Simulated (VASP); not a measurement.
# Cs (P6_3/mmc) in VASP: a series of runs, part 2 of 2

VASP 6.6.1.

## Step 3: Relaxation of cell and atoms, PBE

This run uses another cell than the first one, of 137.07 Å³/atom, 1.152 times its volume.

Contents of INCAR:

```
SYSTEM = Cs
PREC = Accurate
ENCUT = 500
EDIFF = 1E-7
ISMEAR = 0
SIGMA = 0.1
LREAL = .FALSE.
LASPH = .TRUE.
NELM = 120
ALGO = Normal
ISIF = 3
LWAVE = .FALSE.
LCHARG = .FALSE.
GGA = PE
IBRION = 2
NSW = 90
EDIFFG = -0.04
GGA_COMPAT = .FALSE.
NELMIN = 4
```

Contents of KPOINTS:

```
Automatic mesh
0
G
  3 3 1
  0 0 0
```

Contents of POSCAR:

```
Cs
1.0
    6.2708052435      0.0000000000      0.0000000000
   -3.1354026218      5.4306766430      0.0000000000
    0.0000000000      0.0000000000     16.0993954936
Cs
4
Direct
    0.3333333333      0.6666666667      0.1610000000
    0.6666666667      0.3333333333      0.6610000000
    0.3333333333      0.6666666667      0.3390000000
    0.6666666667      0.3333333333      0.8390000000
```

Potentials or basis: VASP PAW PBE potentials, release 64 (Cs_sv).

On the command line:

```sh
> cat potpaw_PBE.64/Cs_sv/POTCAR > POTCAR
> mpirun -np 1 vasp_std > vasp.out
```

OUTCAR:

```text
SYSTEM = Cs
   PREC = Accurate
   ENCUT = 500
   EDIFF = 1E-7
   ISMEAR = 0
   LREAL = .FALSE.
   LASPH = .TRUE.
   NELM = 120
   ISIF = 3
   GGA = PE
   IBRION = 2
   NSW = 90
   EDIFFG = -0.04
   NELMIN = 4

 ion  position               nearest neighbor table
   1  0.333  0.667  0.161-   3 2.87
   2  0.667  0.333  0.661-   4 2.87
   3  0.333  0.667  0.339-   1 2.87
   4  0.667  0.333  0.839-   2 2.87

  LATTYP: Found a hexagonal cell.
 ALAT       =     6.2708052435
 C/A-ratio  =     2.5673569611

  Lattice vectors:

 A1 = (   6.2708052435,   0.0000000000,   0.0000000000)
 A2 = (  -3.1354026218,   5.4306766430,   0.0000000000)
 A3 = (   0.0000000000,   0.0000000000,  16.0993954936)

Analysis of symmetry for initial positions (statically):
=====================================================================
 Subroutine PRICEL returns:
 Original cell was already a primitive cell.

 Routine SETGRP: Setting up the symmetry group for a
 hexagonal supercell.

 Subroutine GETGRP returns: Found 24 space group operations
 (whereof 12 operations were pure point group operations)
 out of a pool of 24 trial point group operations.

The static configuration has the point symmetry D_3d.
 The point group associated with its full space group is D_6h.

Analysis of symmetry for dynamics (positions and initial velocities):
=====================================================================
 Subroutine PRICEL returns:
 Original cell was already a primitive cell.

 Routine SETGRP: Setting up the symmetry group for a
 hexagonal supercell.

 Subroutine GETGRP returns: Found 24 space group operations
 (whereof 12 operations were pure point group operations)
 out of a pool of 24 trial point group operations.

The dynamic configuration has the point symmetry D_3d.
 The point group associated with its full space group is D_6h.

 Subroutine INISYM returns: Found 24 space group operations
 (whereof 12 operations are pure point group operations),
[... 111 lines left out ...]
 Gauss-broadening in eV      SIGMA  =   0.10
  energy-cutoff  :      500.00
  volume of cell :      548.26
 maximum number of plane-waves:     13938
 NGX is ok and might be reduce to    48
   NGX = 23   NGY = 23   NGZ = 59

--------------------------------------- Ionic step        1  -------------------------------------------

 number of electron      35.9999999 magnetization

 Free energy of the ion-electron system (eV)
  ---------------------------------------------------
  ext. energy  EPLUGINS =         0.00000000
  ---------------------------------------------------
  free energy    TOTEN  =         0.33488344 eV

  energy without entropy =        0.37250916  energy(sigma->0) =        0.35369630

------------------------ aborting loop because EDIFF is reached ----------------------------------------

  FORCE on cell =-STRESS in cart. coord.  units (eV):
  Direction    XX          YY          ZZ          XY          YZ          ZX
  --------------------------------------------------------------------------------------
  -------------------------------------------------------------------------------------
  Total       -2.5348991     -2.5348991     22.7492953      0.0000000      0.0000000      0.0000000
  in kB       -7.4077180     -7.4077180     66.4801061      0.0000000      0.0000000      0.0000000
  external PRESSURE =      17.2215567 kB  Pullay stress =       0.0000000 kB
[... 95 lines left out ...]
  FREE ENERGIE OF THE ION-ELECTRON SYSTEM (eV)
  ---------------------------------------------------
  free  energy   TOTEN  =        -2.8555431763 eV

  energy  without entropy=       -2.8141506647  energy(sigma->0) =       -2.83484692

 E-fermi :  -0.0303     XC(G=0):  -4.9996

 val. band max:       -0.1911727237   @ k =   0.3333   0.0000   0.0000
 cond. band min:      -0.0021112958   @ k =   0.3333   0.0000   0.0000
 fundamental gap:      0.1890614279
 Fermi energy:        -0.0303439840

 k-point     1 :       0.0000    0.0000    0.0000
  band No.  band energies     occupation
      1     -23.8580      2.00000
      2     -23.8579      2.00000
      3     -23.8500      2.00000
      4     -23.8499      2.00000
      5     -10.7586      2.00000
      6     -10.7534      2.00000
[... 64 lines left out ...]
     21       1.1788      0.00000
     22       1.1788      0.00000

[... ionic steps 4 to 21 ...]

--------------------------------------- Ionic step       22  -------------------------------------------

 number of electron      35.9999991 magnetization

------------------------ aborting loop because EDIFF is reached ----------------------------------------
[... 71 lines left out ...]
--------------------------------------- Ionic step       24  -------------------------------------------

 number of electron      35.9999997 magnetization

 Free energy of the ion-electron system (eV)
  ---------------------------------------------------
  ext. energy  EPLUGINS =         0.00000000
  ---------------------------------------------------
  free energy    TOTEN  =        -3.39147191 eV

  energy without entropy =       -3.33634703  energy(sigma->0) =       -3.36390947

 E-fermi :   0.1861     XC(G=0):  -5.3284

 val. band max:        0.1662270896   @ k =   0.3333   0.0000   0.0000
 cond. band min:       0.3305738534   @ k =   0.0000   0.0000   0.0000
 fundamental gap:      0.1643467638
 Fermi energy:         0.1860905731

 k-point     1 :       0.0000    0.0000    0.0000
  band No.  band energies     occupation
      1     -23.5139      2.00000
      2     -23.5104      2.00000
      3     -23.5094      2.00000
      4     -23.5060      2.00000
      5     -10.4148      2.00000
      6     -10.3318      2.00000
[... 95 lines left out ...]
  FREE ENERGIE OF THE ION-ELECTRON SYSTEM (eV)
  ---------------------------------------------------
  free  energy   TOTEN  =        -3.3914719081 eV

  energy  without entropy=       -3.3363470292  energy(sigma->0) =       -3.36390947

 reached required accuracy - stopping structural energy minimisation
```

OSZICAR:

```text
N       E                     dE             d eps       ncg     rms          rms(c)
DAV:   1     0.315700134663E+03    0.31570E+03   -0.11367E+04   132   0.112E+03
DAV:   2     0.534781401337E+02   -0.26222E+03   -0.25881E+03   204   0.201E+02
DAV:   3     0.175907064116E+01   -0.51719E+02   -0.51622E+02   156   0.979E+01
[... 308 lines left out ...]
DAV:   6    -0.339147312863E+01    0.52245E-05   -0.10175E-05   150   0.140E-02    0.632E-03
DAV:   7    -0.339147117775E+01    0.19509E-05   -0.12782E-06   144   0.692E-03    0.121E-03
DAV:   8    -0.339147181291E+01   -0.63516E-06   -0.12694E-07    90   0.227E-03    0.386E-04
DAV:   9    -0.339147197149E+01   -0.15858E-06   -0.43373E-08    84   0.116E-03    0.206E-04
DAV:  10    -0.339147190814E+01    0.63349E-07   -0.99780E-09    84   0.684E-04
  24 F= -.33914719E+01 E0= -.33639095E+01  d E =-.911252E-01
```

CONTCAR:

```text
Cs
   1.00000000000000
     5.4233045259538351    0.0000000000084218   -0.0000000000000000
    -2.7116522630128665    4.6967194918990343    0.0000000000000000
    -0.0000000000000000    0.0000000000000000   18.5693887019646908
  Cs
     4
Direct
     0.3333333332999970    0.6666666667000030    0.1155517451050171
     0.6666666667000030    0.3333333332999970    0.6155517451050170
     0.3333333332999970    0.6666666667000030    0.3844482548949829
     0.6666666667000030    0.3333333332999970    0.8844482548949830

  0.00000000E+00  0.00000000E+00  0.00000000E+00
  0.00000000E+00  0.00000000E+00  0.00000000E+00
  0.00000000E+00  0.00000000E+00  0.00000000E+00
  0.00000000E+00  0.00000000E+00  0.00000000E+00
```

Run time: 12 min. Hardware: 1 thread of AMD EPYC 9R14 (Zen 4), shared host; peak memory 0.58 GiB.

What came out:

```
Free energy                            : -3.3915 eV
Relaxed volume                         : 118.25 Å³/atom
Relaxed cell                           : a = 5.423 Å, b = 5.423 Å, c = 18.569 Å, α = 90.00°, β = 90.00°, γ = 120.00°
Space group after relaxing (to 0.05 Å) : P6_3/mmc (No. 194)
Energy gained by relaxing              : 931.6 meV/atom
Ionic steps                            : 24
Pressure after relaxing                : 0.0 GPa
Largest force after relaxing           : 0.006 eV/Å
Band gap on the k mesh                 : zero (band 18 reaches 1.04 eV, above the bottom of band 19 at -0.62 eV)
```

Forces on the atoms (eV/Å):
```
Cs   0.000  0.000  0.006
Cs   0.000  0.000  0.006
Cs   0.000  0.000 -0.006
Cs   0.000  0.000 -0.006
```

Step by step:
```tsv
step	energy change (eV)	largest force (eV/Å)	pressure (GPa)	volume (Å³)
1	0.0000	4.1587	1.72	548.26
2	-3.1537	0.3169	-0.19	656.62
3	-3.1904	0.2684	-0.21	663.58
4	-3.2429	0.1835	-0.24	677.27
5	-3.2821	0.0564	-0.28	703.68
6	-3.2810	0.0729	-0.27	699.56
7	-3.3420	0.0726	-0.25	668.30
8	-3.4709	0.0742	-0.14	579.60
9	-3.2841	0.0987	0.47	424.16
10	-3.4913	0.0776	-0.06	542.40
11	-3.4920	0.0788	-0.04	533.61
12	-3.5041	0.0991	-0.02	524.26
13	-3.5229	0.1567	0.03	499.51
14	-3.5006	0.3007	0.20	450.27
15	-3.5226	0.1937	0.06	486.62
16	-3.5331	0.1935	0.06	484.10
17	-3.5652	0.1946	0.06	476.45
18	-3.6216	0.1844	0.08	460.76
19	-3.5985	0.0897	0.26	427.78
20	-3.6352	0.1690	0.14	446.72
21	-3.6680	0.1263	0.10	451.29
22	-3.7199	0.0316	0.05	465.06
23	-3.7257	0.0056	0.03	470.41
24	-3.7264	0.0061	0.03	472.99
```

Final structure:
```
Cs
1.0
     5.42330    0.00000    0.00000
    -2.71165    4.69672    0.00000
     0.00000    0.00000   18.56939
Cs
4
Direct
  0.33333 0.66667 0.11555
  0.66667 0.33333 0.61555
  0.33333 0.66667 0.38445
  0.66667 0.33333 0.88445
```

Caveat: the k points lie up to 0.45 Å⁻¹ apart in the final cell; spin-orbit coupling is left out, which moves the levels of the heavy elements.
